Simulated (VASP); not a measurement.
# Tm2I3 (P4/mmm) in VASP: relaxation of cell and atoms with PBE

Aim: the relaxation of cell and atoms of Tm2I3 with PBE.

All numbers are computed with VASP 6.6.1; they aren't measurements. Logs are shortened: lines on timing, memory, paths and dates and some standing lists are left out, and cuts for length are marked.

## 1. The cell of the first run

The structure is tetragonal, space group P4/mmm (No. 123). The conventional cell has a = 4.516 Å, b = 4.516 Å, c = 14.027 Å, α = 90.00°, β = 90.00°, γ = 90.00°. Within 4.3 Å of Tm (site symmetry 4/mmm) lie 4 Tm at 3.19 Å and 8 I at 4.24 Å. Tm (site symmetry 4/mmm) has 2 I at 2.79 Å and 4 Tm at 3.19 Å within 3.7 Å. Within 3.7 Å of I (site symmetry 4mm) lie 1 Tm at 2.79 Å. I (site symmetry 4/mmm) has 6 I at 4.22 to 4.52 Å within 5.5 Å.

The cell was generated, and may not be a known phase.

## 2. Relaxation of cell and atoms, PBE

INCAR

```
SYSTEM = Tm2I3
  PREC = Accurate
  ENCUT = 500
  EDIFF = 1E-7
  ISMEAR = 0
  SIGMA = 0.1
  LREAL = .False.
  LASPH = .True.
  NELM = 200
  ALGO = Normal
  ISIF = 3
  LWAVE = .False.
  LCHARG = .False.
  GGA = PE
  IBRION = 2
  NSW = 100
  EDIFFG = -0.01
  GGA_COMPAT = .False.
  NELMIN = 4
  LMAXMIX = 6
```

KPOINTS

```
regular mesh
0
Gamma
  8 8 4
  0 0 0
```

POSCAR

```
Tm2I3
1.0
    4.5160660999      0.0000000000      0.0000000000
    0.0000000000      4.5160660999      0.0000000000
    0.0000000000      0.0000000000     14.0269837390
Tm I
2 3
Direct
    0.0000000000      0.0000000000      0.0000000000
    0.5000000000      0.5000000000      0.0000000000
    0.5000000000      0.5000000000      0.8011194324
    0.5000000000      0.5000000000      0.1988805676
    0.5000000000      0.5000000000      0.5000000000
```

Potentials or basis: VASP PAW PBE potentials, release 64 (Tm_3, I), 4f in core.

The run is started by

```bash
$ cat potpaw_PBE.64/Tm_3/POTCAR potpaw_PBE.64/I/POTCAR > POTCAR
$ mpirun -np 1 vasp_std > vasp.out
```

OUTCAR:

```text
SYSTEM = Tm2I3
   PREC = Accurate
   ENCUT = 500
   EDIFF = 1E-7
   ISMEAR = 0
   LREAL = .False.
   LASPH = .True.
   NELM = 200
   ISIF = 3
   GGA = PE
   IBRION = 2
   NSW = 100
   EDIFFG = -0.01
   NELMIN = 4

 ion  position               nearest neighbor table
   1  0.000  0.000  0.000-   2 3.19   2 3.19   2 3.19   2 3.19
   2  0.500  0.500  0.000-   3 2.79   4 2.79   1 3.19   1 3.19   1 3.19   1 3.19
   3  0.500  0.500  0.801-   2 2.79
   4  0.500  0.500  0.199-   2 2.79
   5  0.500  0.500  0.500-

  LATTYP: Found a simple tetragonal cell.
 ALAT       =     4.5160660999
 C/A-ratio  =     3.1060182532

  Lattice vectors:

 A1 = (   4.5160660999,   0.0000000000,   0.0000000000)
 A2 = (   0.0000000000,   4.5160660999,   0.0000000000)
 A3 = (   0.0000000000,   0.0000000000,  14.0269837390)

Analysis of symmetry for initial positions (statically):
=====================================================================
 Subroutine PRICEL returns:
 Original cell was already a primitive cell.

 Routine SETGRP: Setting up the symmetry group for a
 simple tetragonal supercell.

 Subroutine GETGRP returns: Found 16 space group operations
 (whereof 16 operations were pure point group operations)
 out of a pool of 16 trial point group operations.

The static configuration has the point symmetry D_4h.

Analysis of symmetry for dynamics (positions and initial velocities):
=====================================================================
 Subroutine PRICEL returns:
 Original cell was already a primitive cell.

 Routine SETGRP: Setting up the symmetry group for a
 simple tetragonal supercell.

 Subroutine GETGRP returns: Found 16 space group operations
 (whereof 16 operations were pure point group operations)
 out of a pool of 16 trial point group operations.

The dynamic configuration has the point symmetry D_4h.

 Subroutine INISYM returns: Found 16 space group operations
 (whereof 16 operations are pure point group operations),
 and found     1 'primitive' translations

----------------------------------------------------------------------------------------

                                     Primitive cell

  volume of cell :     286.0783

  direct lattice vectors                    reciprocal lattice vectors
     4.516066100  0.000000000  0.000000000     0.221431657  0.000000000  0.000000000
     0.000000000  4.516066100  0.000000000     0.000000000  0.221431657  0.000000000
     0.000000000  0.000000000 14.026983739     0.000000000  0.000000000  0.071291164

[... 99 lines left out ...]
   PSTRESS=    0.0 pullay stress
   NELECT =      39.0000    total number of electrons
   NUPDOWN=      -1.0000    fix difference up-down
   EMIN   =  10.00;   EMAX   =-10.00  energy-range for DOS
   EFERMI =   0.00;   METHOD = LEGACY
   ISMEAR =     0;   SIGMA  =   0.10  broadening in eV -4-tet -1-fermi 0-gaus
   EFERMI_NEDOS =   21; number of points for ismear=-14 and -15
   IALGO  =     38    algorithm
   IMIX   =      4    mixing-type and parameters
     AMIX     =   0.40;   BMIX     =  1.00
     AMIX_MAG =   1.60;   BMIX_MAG =  1.00
  volume/ion in A,a.u.               =      57.22       386.11
  Fermi-wavevector in a.u.,A,eV,Ry     =   0.842561  1.592210  9.658901  0.709909
  Thomas-Fermi vector in A             =   1.957287
   LORBIT       =      0    0 simple, 1 ext, 2 COOP (PROOUT), +10 PAW based schemes
   GGA     = PE    functional components
   LHFCALC =     F    Hartree Fock is set to
   AEXX    =    0.0000 exact exchange contribution
   IVDW    =     0    specifies the selected vdW correction
   LEPSILON=     F    determine dielectric tensor
   LRPA    =     F    only Hartree local field effects (RPA)
 conjugate gradient relaxation of ions
 non-spin polarized calculation
 Gauss-broadening in eV      SIGMA  =   0.10
  energy-cutoff  :      500.00
  volume of cell :      286.08
 maximum number of plane-waves:      7311
 NGX is ok and might be reduce to    36
   NGX = 17   NGY = 17   NGZ = 51

--------------------------------------- Ionic step        1  -------------------------------------------

 number of electron      38.9999996 magnetization

 Free energy of the ion-electron system (eV)
  ---------------------------------------------------
  ext. energy  EPLUGINS =         0.00000000
  ---------------------------------------------------
  free energy    TOTEN  =       -13.53791129 eV

  energy without entropy =      -13.49697571  energy(sigma->0) =      -13.51744350

------------------------ aborting loop because EDIFF is reached ----------------------------------------

  FORCE on cell =-STRESS in cart. coord.  units (eV):
  Direction    XX          YY          ZZ          XY          YZ          ZX
  --------------------------------------------------------------------------------------
  -------------------------------------------------------------------------------------
  Total        0.1387963      0.1387963      0.3261780      0.0000000     -0.0000000     -0.0000000
  in kB        0.7773265      0.7773265      1.8267553      0.0000000     -0.0000000     -0.0000000
  external PRESSURE =       1.1271361 kB  Pullay stress =       0.0000000 kB
[... 143 lines left out ...]
--------------------------------------- Ionic step        5  -------------------------------------------

 number of electron      38.9999996 magnetization

 Free energy of the ion-electron system (eV)
  ---------------------------------------------------
  ext. energy  EPLUGINS =         0.00000000
  ---------------------------------------------------
  free energy    TOTEN  =       -13.53870059 eV

  energy without entropy =      -13.49733606  energy(sigma->0) =      -13.51801832

 E-fermi :  -0.2030     XC(G=0):  -6.6002

 val. band max:       -0.2057235310   @ k =   0.3750   0.1250   0.0000
 cond. band min:      -0.1878366746   @ k =   0.5000   0.1250   0.5000
 fundamental gap:      0.0178868564
 Fermi energy:        -0.2030197942

 k-point     1 :       0.0000    0.0000    0.0000
  band No.  band energies     occupation
      1     -27.1507      2.00000
      2     -26.7747      2.00000
      3     -26.7747      2.00000
      4     -25.2696      2.00000
      5     -25.2511      2.00000
      6     -25.2511      2.00000
[... 613 lines left out ...]
     22       1.2858      0.00000
     23       1.3000      0.00000

 [... further k-points ...]

------------------------ aborting loop because EDIFF is reached ----------------------------------------

  FORCE on cell =-STRESS in cart. coord.  units (eV):
  Direction    XX          YY          ZZ          XY          YZ          ZX
  --------------------------------------------------------------------------------------
  -------------------------------------------------------------------------------------
  Total        0.0061216      0.0061216      0.0047899      0.0000000      0.0000000      0.0000000
  in kB        0.0340167      0.0340167      0.0266167      0.0000000      0.0000000      0.0000000
  external PRESSURE =       0.0315500 kB  Pullay stress =       0.0000000 kB
[... 20 lines left out ...]
  FREE ENERGIE OF THE ION-ELECTRON SYSTEM (eV)
  ---------------------------------------------------
  free  energy   TOTEN  =       -13.5387005872 eV

  energy  without entropy=      -13.4973360621  energy(sigma->0) =      -13.51801832

 reached required accuracy - stopping structural energy minimisation
```

OSZICAR:

```text
N       E                     dE             d eps       ncg     rms          rms(c)
DAV:   1     0.301497132509E+03    0.30150E+03   -0.14826E+04  2302   0.131E+03
DAV:   2     0.229476066858E+02   -0.27855E+03   -0.27481E+03  3133   0.416E+02
DAV:   3    -0.116127705186E+02   -0.34560E+02   -0.33440E+02  2780   0.923E+01
DAV:   4    -0.145936373919E+02   -0.29809E+01   -0.29562E+01  3176   0.328E+01
[... 57 lines left out ...]
DAV:   6    -0.135387015293E+02    0.32022E-05   -0.71060E-06  3294   0.164E-02    0.128E-02
DAV:   7    -0.135387006128E+02    0.91644E-06   -0.10254E-06  2983   0.720E-03    0.486E-03
DAV:   8    -0.135387004104E+02    0.20240E-06   -0.64611E-07  2887   0.510E-03    0.288E-03
DAV:   9    -0.135387005474E+02   -0.13693E-06   -0.67210E-08  1742   0.191E-03    0.112E-03
DAV:  10    -0.135387005872E+02   -0.39850E-07   -0.24913E-08  1728   0.157E-03
   5 F= -.13538701E+02 E0= -.13518018E+02  d E =-.230577E-03
```

Run time: 23 min. Hardware: 1 thread of Intel Xeon 6975P-C (Granite Rapids), shared host; peak memory 0.59 GiB.

Results:

| Property | Result |
| --- | --- |
| Free energy | -13.5387 eV |
| Relaxed volume | 57.67 Å³/atom |
| Relaxed cell | a = 4.529 Å, b = 4.529 Å, c = 14.056 Å, α = 90.00°, β = 90.00°, γ = 90.00° |
| Space group after relaxing (to 0.1 Å) | P4/mmm (No. 123) |
| Energy gained by relaxing | 0.2 meV/atom |
| Ionic steps | 5 |
| Pressure after relaxing | 0.0 GPa |
| Largest force after relaxing | 0.007 eV/Å |
| Band gap on the k mesh | zero (an odd number of electrons rules out a gap without spin polarisation) |

Forces on the atoms (eV/Å):
```
Tm   0.000  0.000  0.000
Tm   0.000  0.000  0.000
I    0.000  0.000  0.007
I    0.000  0.000 -0.007
I    0.000  0.000  0.000
```

Step by step:
```csv
step,energy change (eV),largest force (eV/Å),pressure (GPa),volume (Å³)
1,0.0000,0.0465,0.11,286.08
2,-0.0005,0.0461,-0.01,287.75
3,-0.0006,0.0183,0.03,287.24
4,-0.0007,0.0120,0.01,287.86
5,-0.0008,0.0069,0.00,288.33
```

Final structure:
```yaml
crystal:
  lattice:
    - [4.52905, 0.00000, 0.00000]
    - [0.00000, 4.52905, 0.00000]
    - [0.00000, 0.00000, 14.05633]
  atoms:
    - { symbol: Tm, position: [0.00000, 0.00000, 0.00000] }
    - { symbol: Tm, position: [0.50000, 0.50000, 0.00000] }
    - { symbol: I, position: [0.50000, 0.50000, 0.80107] }
    - { symbol: I, position: [0.50000, 0.50000, 0.19893] }
    - { symbol: I, position: [0.50000, 0.50000, 0.50000] }
```

Levels at points of the mesh, in eV from the Fermi level:
| k point | band 18 | band 19 | band 20 | band 21 | band 22 | band 23 |
| --- | --- | --- | --- | --- | --- | --- |
| (0.00, 0.00, 0.00) | -0.37 | -0.19 | 0.07 | 0.07 | 1.40 | 1.69 |
| (0.50, 0.00, 0.00) | -0.44 | -0.23 | 0.18 | 1.45 | 1.67 | 1.82 |
| (0.50, 0.50, 0.00) | -0.77 | -0.44 | -0.05 | 0.88 | 0.88 | 1.53 |
| (0.00, 0.00, 0.50) | -0.42 | -0.19 | 0.07 | 0.07 | 1.40 | 1.69 |
| (0.50, 0.00, 0.50) | -0.54 | -0.18 | 0.18 | 1.42 | 1.67 | 1.82 |
| (0.50, 0.50, 0.50) | -0.78 | -0.49 | -0.09 | 0.88 | 0.88 | 1.53 |

Caveat: spin-orbit coupling is left out, which moves the levels of the heavy elements; this functional lacks dispersion, which binds layers or chains, so the pressure and a relaxed spacing across them are unreliable; the 4f electrons are frozen in the core, so they carry no moment and show no levels; an odd number of electrons without spin polarisation forces a metal; a magnetic or distorted state may lie lower; the run has no spin polarisation, though such a crystal can be magnetic.
